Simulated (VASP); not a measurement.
# Ta3N (P-3m1) in VASP: notebook, part 2 of 2

VASP 6.6.1. Earlier steps stand in the parts before.

### Step 4. Single point, PBE

This run uses another cell than the first one, of 14.94 Å³/atom.

Input file INCAR:

```
PREC     = Accurate       # precision mode
ENCUT    = 600            # plane-wave cutoff, eV
EDIFF    = 1E-6           # SCF threshold, eV
ISMEAR   = 0              # smearing method
SIGMA    = 0.1            # smearing width, eV
LREAL    = False          # projectors in reciprocal space
LASPH    = True           # aspherical terms in the spheres
NELM     = 120            # most SCF steps
ALGO     = Normal         # electronic algorithm
ISIF     = 2              # what is computed and relaxed
LWAVE    = False          # write WAVECAR
LCHARG   = False          # write CHGCAR
GGA      = PE             # functional
NBANDS   = 27             # bands
GGA_COMPAT= False
```

Input file KPOINTS:

```
Automatic mesh
0
Gamma
  18 18 6
```

Input file POSCAR:

```
Ta3N
1.0
    3.0217776253      0.0000000000      0.0000000000
   -1.5108888127      2.6169361881      0.0000000000
    0.0000000000      0.0000000000      7.5575778737
Ta N
3 1
Direct
    0.0000000000      0.0000000000      0.5000000000
    0.3333333333      0.6666666667      0.1735949998
    0.6666666667      0.3333333333      0.8264050002
    0.0000000000      0.0000000000      0.0000000000
```

Potentials or basis: VASP PAW PBE potentials, release 64 (Ta_pv, N).

Command:

```sh
cat potpaw_PBE.64/Ta_pv/POTCAR potpaw_PBE.64/N/POTCAR > POTCAR
mpirun -np 1 vasp_std > vasp.out
```

OUTCAR:

```text
PREC = Accurate
   ENCUT = 600
   EDIFF = 1E-6
   ISMEAR = 0
   LREAL = False
   LASPH = True
   NELM = 120
   ISIF = 2
   GGA = PE

 ion  position               nearest neighbor table
   1  0.000  0.000  0.500-   2 3.02   3 3.02   3 3.02   2 3.02   3 3.02   2 3.02
   2  0.333  0.667  0.174-   4 2.18   4 2.18   4 2.18   1 3.02   1 3.02   1 3.02   3 3.15   3 3.15
                             3 3.15
   3  0.667  0.333  0.826-   4 2.18   4 2.18   4 2.18   1 3.02   1 3.02   1 3.02   2 3.15   2 3.15
                             2 3.15
   4  0.000  0.000  0.000-   2 2.18   3 2.18   3 2.18   2 2.18   3 2.18   2 2.18

  LATTYP: Found a hexagonal cell.
 ALAT       =     3.0217776253
 C/A-ratio  =     2.5010370751

  Lattice vectors:

 A1 = (   3.0217776253,   0.0000000000,   0.0000000000)
 A2 = (  -1.5108888127,   2.6169361881,   0.0000000000)
 A3 = (   0.0000000000,   0.0000000000,   7.5575778737)

Analysis of symmetry for initial positions (statically):
=====================================================================
 Subroutine PRICEL returns:
 Original cell was already a primitive cell.

 Routine SETGRP: Setting up the symmetry group for a
[... 173 lines left out ...]

 val. band max:        6.6521810716   @ k =   0.1667  -0.0000   0.5000
 cond. band min:       6.6574373278   @ k =   0.3889   0.2222   0.1667
 fundamental gap:      0.0052562562
 Fermi energy:         6.6537197272

 k-point     1 :       0.0000    0.0000    0.0000
  band No.  band energies     occupation
      1     -28.5224      2.00000
      2     -28.2274      2.00000
      3     -27.8889      2.00000
      4     -27.8889      2.00000
      5     -27.8603      2.00000
      6     -27.8603      2.00000
[... 709 lines left out ...]
     26      11.4514      0.00000
     27      11.8761      0.00000

 [... further k-points ...]

------------------------ aborting loop because EDIFF is reached ----------------------------------------

  FORCE on cell =-STRESS in cart. coord.  units (eV):
  Direction    XX          YY          ZZ          XY          YZ          ZX
  --------------------------------------------------------------------------------------
  -------------------------------------------------------------------------------------
  Total        0.1037730      0.1037730      0.1114295     -0.0000000     -0.0000000      0.0000000
  in kB        2.7819964      2.7819964      2.9872575     -0.0000000     -0.0000000      0.0000000
  external PRESSURE =       2.8504168 kB  Pullay stress =       0.0000000 kB

 VOLUME and BASIS-vectors are now :
 -----------------------------------------------------------------------------
  energy-cutoff  :      600.00
  volume of cell :       59.76
      direct lattice vectors                 reciprocal lattice vectors
     3.021777625  0.000000000  0.000000000     0.330931036  0.191063123  0.000000000
    -1.510888813  2.616936188  0.000000000     0.000000000  0.382126245  0.000000000
     0.000000000  0.000000000  7.557577874     0.000000000  0.000000000  0.132317525

 POSITION                                       TOTAL-FORCE (eV/Angst)
 -----------------------------------------------------------------------------------
      0.00000      0.00000      3.77879        -0.000000      0.000000      0.000000
     -0.00000      1.74462      1.31196         0.000000      0.000000      0.048202
      1.51089      0.87231      6.24562         0.000000     -0.000000     -0.048202
      0.00000      0.00000      0.00000        -0.000000      0.000000      0.000000
 -----------------------------------------------------------------------------------
    total drift:                                0.000000     -0.000000     -0.000000

  FREE ENERGIE OF THE ION-ELECTRON SYSTEM (eV)
  ---------------------------------------------------
  free  energy   TOTEN  =       -45.6217861842 eV

  energy  without entropy=      -45.6042980516  energy(sigma->0) =      -45.61304212
```

OSZICAR:

```text
N       E                     dE             d eps       ncg     rms          rms(c)
DAV:   1     0.359479321093E+03    0.35948E+03   -0.22923E+04 10908   0.164E+03
DAV:   2    -0.319484106517E+02   -0.39143E+03   -0.38259E+03 12289   0.457E+02
DAV:   3    -0.492339030043E+02   -0.17285E+02   -0.16916E+02 13816   0.877E+01
DAV:   4    -0.495306081819E+02   -0.29671E+00   -0.29464E+00 13874   0.110E+01
DAV:   5    -0.495343787800E+02   -0.37706E-02   -0.37650E-02 14109   0.112E+00    0.289E+01
DAV:   6    -0.460899370902E+02    0.34444E+01   -0.15793E+01 14453   0.239E+01    0.135E+01
DAV:   7    -0.457042719465E+02    0.38567E+00   -0.21244E+00 14122   0.888E+00    0.608E+00
DAV:   8    -0.456997946883E+02    0.44773E-02   -0.12753E+00 14569   0.528E+00    0.158E+00
DAV:   9    -0.456244294765E+02    0.75365E-01   -0.61069E-01 14121   0.528E+00    0.599E-01
DAV:  10    -0.456220142452E+02    0.24152E-02   -0.29804E-02 13825   0.950E-01    0.205E-01
DAV:  11    -0.456217795731E+02    0.23467E-03   -0.23693E-03 15108   0.335E-01    0.681E-02
DAV:  12    -0.456217897174E+02   -0.10144E-04   -0.20318E-04 13821   0.995E-02    0.260E-02
DAV:  13    -0.456217868571E+02    0.28604E-05   -0.21794E-05 14770   0.262E-02    0.883E-03
DAV:  14    -0.456217861842E+02    0.67286E-06   -0.45691E-06 10820   0.115E-02
   1 F= -.45621786E+02 E0= -.45613042E+02  d E =-.174881E-01
```

stdout:

```text
POSCAR found type information on POSCAR TaN
 POSCAR found :  2 types and       4 ions
 scaLAPACK will be used
 LDA part: xc-table for (Slater+PW92), standard interpolation
 POSCAR, INCAR and KPOINTS ok, starting setup
 FFT: planning ... GRIDC
 FFT: planning ... GRID_SOFT
 FFT: planning ... GRID
 WAVECAR not read
 entering main loop
```

Run time: 6.8 min. Hardware: 1 thread of Intel Xeon 8259CL, shared host; peak memory 0.43 GiB.

What came out:

```yaml
Free_energy: -45.6218 eV
Pressure: 0.3 GPa
Largest_force: 0.048 eV/Å
Band_gap_on_the_k_mesh: zero (bands 19 and 20 overlap by 0.72 eV)
```

Forces in eV/Å, atoms in the order of the input:
```
Ta   0.000  0.000  0.000
Ta   0.000  0.000  0.048
Ta   0.000  0.000 -0.048
N    0.000  0.000  0.000
```

Caveat: spin-orbit coupling is left out, which moves the levels of the heavy elements.

### Step 5. Overview

| spin | cell | k mesh | cutoff (eV) | gap on the mesh (eV) | pressure (GPa) |
| --- | --- | --- | --- | --- | --- |
| off | a = 3.032, b = 3.032, c = 7.524 Å, angles 90.0, 90.0, 120.0°, 4 atoms | 6 × 6 × 4 | 520 | none | 0.2 |
| collinear | a = 3.032, b = 3.032, c = 7.524 Å, angles 90.0, 90.0, 120.0°, 4 atoms | 6 × 6 × 4 | 600 | none | 0.2 |
| off | a = 3.022, b = 3.022, c = 7.558 Å, angles 90.0, 90.0, 120.0°, 4 atoms | 18 × 18 × 6 | 600 | none | 0.3 |

Alike in all rows: task single point; level PBE; potentials or basis VASP PAW PBE potentials, release 64 (Ta_pv, N); smearing gaussian 0.1 eV.

Caveats: some runs use coarse meshes; spin-orbit coupling is left out, which moves the levels of the heavy elements.

Absolute energies hang on the potentials; compare differences alone.
